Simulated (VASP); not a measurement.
# Ni (P6_3/mmc) in VASP: notebook

Ni is run at these levels: PBEsol; tasks: single point.

Everything below comes from runs of VASP 6.6.1. Logs are shortened: lines on timing, memory, paths and dates and some standing lists are left out, and cuts for length are marked.

## 1. The cell of the first run

It takes space group P6_3/mmc (No. 194, hexagonal). Conventional cell: a = 2.452 Å, b = 2.452 Å, c = 4.012 Å, α = 90.00°, β = 90.00°, γ = 120.00°. Ni (site symmetry -6m2) has 12 Ni at 2.45 to 2.46 Å within 3.2 Å.

This isn't the form of Ni at room conditions, which is fcc.

## 2. Single point, PBEsol, collinear spin, ferromagnetic start

File INCAR:

```
PREC = Accurate ; ENCUT = 520
EDIFF = 1E-6 ; ISMEAR = -1
SIGMA = 0.15 ; LREAL = False
LASPH = True ; NELM = 150
ALGO = Normal ; ISIF = 2
LWAVE = False ; LCHARG = False
ISPIN = 2 ; MAGMOM = 1.5 1.5
LORBIT = 11 ; LMAXMIX = 4
GGA = PS ; NBANDS = 21
```

File KPOINTS:

```
regular mesh
0
Gamma
  14 14 8
```

File POSCAR:

```
Ni
1.0
    2.4524766715      0.0000000000      0.0000000000
   -1.2262383358      2.1239070997      0.0000000000
    0.0000000000      0.0000000000      4.0119526909
Ni
2
Direct
    0.3333333127      0.6666666873      0.2500000000
    0.6666666873      0.3333333127      0.7500000000
```

Potentials or basis: VASP PAW PBE potentials, release 64 (Ni).

Run with:

```
> cat potpaw_PBE.64/Ni/POTCAR > POTCAR
> mpirun -np 1 vasp_std > vasp.out
```

OUTCAR:

```text
PREC = Accurate
   ENCUT = 520
   EDIFF = 1E-6
   ISMEAR = -1
   LREAL = False
   LASPH = True
   NELM = 150
   ISIF = 2
   ISPIN = 2
   LORBIT = 11
   GGA = PS

 ion  position               nearest neighbor table
   1  0.333  0.667  0.250-   2 2.46   2 2.46   2 2.46   2 2.46   2 2.46   2 2.46
   2  0.667  0.333  0.750-   1 2.46   1 2.46   1 2.46   1 2.46   1 2.46   1 2.46

  LATTYP: Found a hexagonal cell.
 ALAT       =     2.4524766715
 C/A-ratio  =     1.6358780238

  Lattice vectors:

 A1 = (   2.4524766715,   0.0000000000,   0.0000000000)
 A2 = (  -1.2262383358,   2.1239070997,   0.0000000000)
 A3 = (   0.0000000000,   0.0000000000,   4.0119526909)

Analysis of symmetry for initial positions (statically):
=====================================================================
 Subroutine PRICEL returns:
 Original cell was already a primitive cell.

 Routine SETGRP: Setting up the symmetry group for a
 hexagonal supercell.

 Subroutine GETGRP returns: Found 24 space group operations
 (whereof 12 operations were pure point group operations)
 out of a pool of 24 trial point group operations.

The static configuration has the point symmetry D_3d.
 The point group associated with its full space group is D_6h.

Analysis of symmetry for dynamics (positions and initial velocities):
=====================================================================
 Subroutine PRICEL returns:
 Original cell was already a primitive cell.

 Routine SETGRP: Setting up the symmetry group for a
 hexagonal supercell.

 Subroutine GETGRP returns: Found 24 space group operations
 (whereof 12 operations were pure point group operations)
 out of a pool of 24 trial point group operations.

The dynamic configuration has the point symmetry D_3d.
 The point group associated with its full space group is D_6h.

Analysis of structural, dynamic, and magnetic symmetry:
=====================================================================
 Subroutine PRICEL returns:
 Original cell was already a primitive cell.

 Routine SETGRP: Setting up the symmetry group for a
 hexagonal supercell.

 Subroutine GETGRP returns: Found 24 space group operations
 (whereof 12 operations were pure point group operations)
 out of a pool of 24 trial point group operations.

The overall configuration has the point symmetry D_3d.
 The point group associated with its full space group is D_6h.

 Subroutine INISYM returns: Found 24 space group operations
 (whereof 12 operations are pure point group operations),
 and found     1 'primitive' translations

----------------------------------------------------------------------------------------

                                     Primitive cell

  volume of cell :      20.8976

  direct lattice vectors                    reciprocal lattice vectors
     2.452476671  0.000000000  0.000000000     0.407751075  0.235415193  0.000000000
    -1.226238336  2.123907100  0.000000000     0.000000000  0.470830386  0.000000000
     0.000000000  0.000000000  4.011952691     0.000000000  0.000000000  0.249255182

  length of vectors
     2.452476671  2.452476672  4.011952691     0.470830386  0.470830386  0.249255182

  position of ions in fractional coordinates (direct lattice)
     0.333333313  0.666666687  0.250000000
     0.666666687  0.333333313  0.750000000

  ion indices of the primitive-cell ions
   primitive index   ion index
                 1           1
                 2           2

----------------------------------------------------------------------------------------

 KPOINTS: regular mesh

Automatic generation of k-mesh.
 Grid dimensions read from file:
 generate k-points for:   14   14    8

 Generating k-lattice:

  Cartesian coordinates                     Fractional coordinates (reciprocal lattice)
     0.029125077  0.016815371  0.000000000     0.071428571  0.000000000  0.000000000
     0.000000000  0.033630742  0.000000000     0.000000000  0.071428571  0.000000000
     0.000000000  0.000000000  0.031156898     0.000000000  0.000000000  0.125000000

  Length of vectors
     0.033630742  0.033630742  0.031156898

  Shift w.r.t. Gamma in fractional coordinates (k-lattice)
     0.000000000  0.000000000  0.000000000

 Subroutine IBZKPT returns following result:
 ===========================================

 Found    120 irreducible k-points:

 Following reciprocal coordinates:
            Coordinates               Weight
  0.000000  0.000000  0.000000      1.000000
  0.071429  0.000000  0.000000      6.000000
  0.142857  0.000000  0.000000      6.000000
  0.214286  0.000000  0.000000      6.000000
  0.285714  0.000000  0.000000      6.000000
  0.357143  0.000000  0.000000      6.000000
[... 16 lines left out ...]
  0.285714  0.285714  0.000000      6.000000
  0.357143  0.285714  0.000000      6.000000
 [... further k-points ...]
   k-points           NKPTS =    120   k-points in BZ     NKDIM =    120   number of bands    NBANDS=     21
   number of dos      NEDOS =    301   number of ions     NIONS =      2
   total plane-waves  NPLWV =   9720
   dimension x,y,z NGX =    18 NGY =   18 NGZ =   30
   dimension x,y,z NGXF=    36 NGYF=   36 NGZF=   60
   ions per type =               2
   NGX,Y,Z   is equivalent  to a cutoff of  12.20, 12.20, 12.43 a.u.
   NGXF,Y,Z  is equivalent  to a cutoff of  24.40, 24.40, 24.86 a.u.
 SYSTEM =  unknown system
   PREC   = accura    normal or accurate (medium, high low for compatibility)
   ISTART =      0    job   : 0-new  1-cont  2-samecut
   ICHARG =      2    charge: 1-file 2-atom 10-const
   ISPIN  =      2    spin polarized calculation?
   LNONCOLLINEAR =      F non collinear calculations
   LSORBIT =      F    spin-orbit coupling
   LASPH  =      T    aspherical Exc in radial PAW
   ENCUT  =  520.0 eV  38.22 Ry    6.18 a.u.   4.56  4.56  7.46*2*pi/ulx,y,z
   NELM   =    150;   NELMIN=  2; NELMDL= -5     # of ELM steps
   EDIFF  = 0.1E-05   stopping-criterion for ELM
   LREAL  =      F    real-space projection
   EDIFFG = 0.1E-04   stopping-criterion for IOM
   NSW    =      0    number of steps for IOM
   IBRION =     -1    ionic relax: 0-MD 1-quasi-New 2-CG
   NFREE  =      0    steps in history (QN), initial steepest desc. (CG)
   ISIF   =      2    stress and relaxation
   ISYM   =      2    0-nonsym 1-usesym 2-fastsym
   POTIM  = 0.5000    time-step for ionic-motion
   TEBEG  =    0.0;   TEEND  =   0.0 temperature during run
   PSTRESS=    0.0 pullay stress
   NELECT =      20.0000    total number of electrons
   NUPDOWN=      -1.0000    fix difference up-down
   EMIN   =  10.00;   EMAX   =-10.00  energy-range for DOS
   EFERMI =   0.00;   METHOD = LEGACY
   ISMEAR =    -1;   SIGMA  =   0.15  broadening in eV -4-tet -1-fermi 0-gaus
   EFERMI_NEDOS =   21; number of points for ismear=-14 and -15
   IALGO  =     38    algorithm
   IMIX   =      4    mixing-type and parameters
     AMIX     =   0.40;   BMIX     =  1.00
     AMIX_MAG =   1.60;   BMIX_MAG =  1.00
  volume/ion in A,a.u.               =      10.45        70.51
  Fermi-wavevector in a.u.,A,eV,Ry     =   1.613316  3.048725 35.413086  2.602788
  Thomas-Fermi vector in A             =   2.708405
   LORBIT       =     11    0 simple, 1 ext, 2 COOP (PROOUT), +10 PAW based schemes
   GGA     = PS    functional components
   LHFCALC =     F    Hartree Fock is set to
   AEXX    =    0.0000 exact exchange contribution
   IVDW    =     0    specifies the selected vdW correction
   LEPSILON=     F    determine dielectric tensor
   LRPA    =     F    only Hartree local field effects (RPA)
 spin polarized calculation
  energy-cutoff  :      520.00
  volume of cell :       20.90
 maximum number of plane-waves:       578
   NGX =  9   NGY =  9   NGZ = 15

 number of electron      19.9999986 magnetization       1.1282968

 Free energy of the ion-electron system (eV)
  ---------------------------------------------------
  ext. energy  EPLUGINS =         0.00000000
  ---------------------------------------------------
  free energy    TOTEN  =       -12.35410311 eV

  energy without entropy =      -12.09674717  energy(sigma->0) =      -12.22542514

 E-fermi :   9.7777     XC(G=0): -13.6758

 val. band max:        9.7775880976   @ k =   0.1429   0.0714   0.5000
 cond. band min:       9.7802924557   @ k =   0.3571   0.0714   0.1250
 fundamental gap:      0.0027043581
 Fermi energy:         9.7776685522

 spin component 1

 k-point     1 :       0.0000    0.0000    0.0000
  band No.  band energies     occupation
      1       0.4213      1.00000
      2       4.7335      1.00000
      3       7.3062      1.00000
      4       7.3968      1.00000
      5       7.3968      1.00000
      6       7.6863      1.00000
[... 13 lines left out ...]
     20      36.3207      0.00000
     21      41.2357      0.00000
[... 529 lines left out ...]
 k-point    24 :       0.3571    0.2857    0.0000
  band No.  band energies     occupation
      1       5.7444      1.00000
      2       5.9085      1.00000
      3       5.9998      1.00000
      4       6.2988      1.00000
      5       7.0919      1.00000
      6       7.1861      1.00000
[... 13 lines left out ...]
     20      43.3945      0.00000
     21      46.1340      0.00000

 [... further k-points ...]

 spin component 2

 k-point     1 :       0.0000    0.0000    0.0000
  band No.  band energies     occupation
      1       0.4207      1.00000
      2       5.0837      1.00000
      3       7.9075      1.00000
      4       7.9817      0.99999
      5       7.9817      0.99999
      6       8.2882      0.99995
[... 13 lines left out ...]
     20      36.4156      0.00000
     21      41.3212      0.00000
[... 529 lines left out ...]
 k-point    24 :       0.3571    0.2857    0.0000
  band No.  band energies     occupation
      1       6.2087      1.00000
      2       6.2854      1.00000
      3       6.4245      1.00000
      4       6.6557      1.00000
      5       7.6205      1.00000
      6       7.7085      1.00000
[... 13 lines left out ...]
     20      43.4390      0.00000
     21      46.1696      0.00000

 [... further k-points ...]

------------------------ aborting loop because EDIFF is reached ----------------------------------------

  FORCE on cell =-STRESS in cart. coord.  units (eV):
  Direction    XX          YY          ZZ          XY          YZ          ZX
  --------------------------------------------------------------------------------------
  -------------------------------------------------------------------------------------
  Total       -0.0002396     -0.0002396      0.0025673      0.0000000     -0.0000000      0.0000000
  in kB       -0.0183723     -0.0183723      0.1968326      0.0000000     -0.0000000      0.0000000
  external PRESSURE =       0.0533627 kB  Pullay stress =       0.0000000 kB

 VOLUME and BASIS-vectors are now :
 -----------------------------------------------------------------------------
  energy-cutoff  :      520.00
  volume of cell :       20.90
      direct lattice vectors                 reciprocal lattice vectors
     2.452476671  0.000000000  0.000000000     0.407751075  0.235415193  0.000000000
    -1.226238336  2.123907100  0.000000000     0.000000000  0.470830386  0.000000000
     0.000000000  0.000000000  4.011952691     0.000000000  0.000000000  0.249255182

 POSITION                                       TOTAL-FORCE (eV/Angst)
 -----------------------------------------------------------------------------------
     -0.00000      1.41594      1.00299        -0.000000     -0.000000      0.000000
      1.22624      0.70797      3.00896         0.000000      0.000000      0.000000
 -----------------------------------------------------------------------------------
    total drift:                                0.000000     -0.000000     -0.000001

  FREE ENERGIE OF THE ION-ELECTRON SYSTEM (eV)
  ---------------------------------------------------
  free  energy   TOTEN  =       -12.3541031059 eV

  energy  without entropy=      -12.0967471748  energy(sigma->0) =      -12.22542514

 total charge

# of ion       s       p       d       tot
------------------------------------------
    1        0.517   0.540   8.333   9.390
    2        0.517   0.540   8.333   9.390
--------------------------------------------------
tot          1.034   1.079  16.666  18.779

 magnetization (x)

# of ion       s       p       d       tot
------------------------------------------
    1       -0.005  -0.021   0.594   0.568
    2       -0.005  -0.021   0.594   0.568
--------------------------------------------------
tot         -0.009  -0.041   1.187   1.137
```

It took 2 min on 1 thread of Intel Xeon 8259CL, shared host; peak memory 0.19 GiB.

What came out:

```yaml
Free_energy: -12.3541 eV
Pressure: 0.0 GPa
Net_moment: 1.13 μB per cell
Site_moments: Ni +0.57 μB
Valence_electrons_inside_the_program's_atomic_spheres: Ni 9.39
```

Caveat: the PAW data sets were made with another functional, which shifts forces and pressure a little.

## 3. Single point, PBEsol, collinear spin, ferromagnetic start

This run uses another cell than the first one, of 10.57 Å³/atom.

File INCAR:

```
  PREC = Accurate
  ENCUT = 520
  EDIFF = 1E-7
  ISMEAR = -1
  SIGMA = 0.15
  LREAL = False
  LASPH = True
  NELM = 150
  ALGO = Normal
  ISIF = 2
  LWAVE = False
  LCHARG = False
  ISPIN = 2
  MAGMOM = 1.5 1.5
  LORBIT = 11
  LMAXMIX = 4
  GGA = PS
  NBANDS = 21
```

File KPOINTS:

```
Automatic mesh
0
Gamma
  14 14 8
```

File POSCAR:

```
Ni
1.0
    2.4480229000      0.0000000000      0.0000000000
   -1.2240114500      2.1200500200      0.0000000000
    0.0000000000      0.0000000000      4.0728075700
Ni
2
Direct
    0.3333333316      0.6666666714      0.2499999994
    0.6666666684      0.3333333286      0.7500000006
```

Potentials or basis: VASP PAW PBE potentials, release 64 (Ni).

Run with:

```
> cat potpaw_PBE.64/Ni/POTCAR > POTCAR
> mpirun -np 1 vasp_std > vasp.out
```

It took 2.4 min on 1 thread of Intel Xeon 8259CL, shared host; peak memory 0.19 GiB.

The run converged. Its results:

- Free energy: -12.3491 eV
- Pressure: -2.5 GPa
- Net moment: 1.13 μB per cell
- Site moments: Ni +0.57 μB
- Valence electrons inside the program's atomic spheres: Ni 9.37

Stress tensor (GPa, compression positive):
```
-1.07  0.00  0.00
 0.00 -1.07  0.00
 0.00  0.00 -5.30
```

Levels at points of the mesh, in eV from the Fermi level:
Spin up:
```tsv
k point	band 8	band 9	band 10	band 11	band 12	band 13
(0.00, 0.00, 0.00)	-1.59	-1.59	-0.66	-0.66	-0.59	5.62
(0.50, 0.00, 0.00)	-0.51	-0.49	-0.39	1.25	3.20	9.39
(0.00, 0.00, 0.50)	-2.38	-0.95	-0.95	-0.95	-0.95	14.20
(0.50, 0.00, 0.50)	-0.96	-0.44	-0.44	1.46	1.46	7.04
```
Spin down:
| k point | band 6 | band 7 | band 8 | band 9 | band 10 | band 11 | band 12 | band 13 |
| --- | --- | --- | --- | --- | --- | --- | --- | --- |
| (0.00, 0.00, 0.00) | -1.48 | -1.48 | -0.98 | -0.98 | -0.61 | -0.01 | -0.01 | 5.99 |
| (0.50, 0.00, 0.00) | -1.80 | -1.49 | 0.16 | 0.17 | 0.29 | 1.68 | 3.54 | 9.52 |
| (0.00, 0.00, 0.50) | -1.79 | -1.79 | -1.79 | -0.31 | -0.31 | -0.31 | -0.31 | 14.35 |
| (0.50, 0.00, 0.50) | -0.92 | -0.43 | -0.43 | 0.24 | 0.24 | 1.62 | 1.62 | 7.34 |

Caveat: the PAW data sets were made with another functional, which shifts forces and pressure a little.
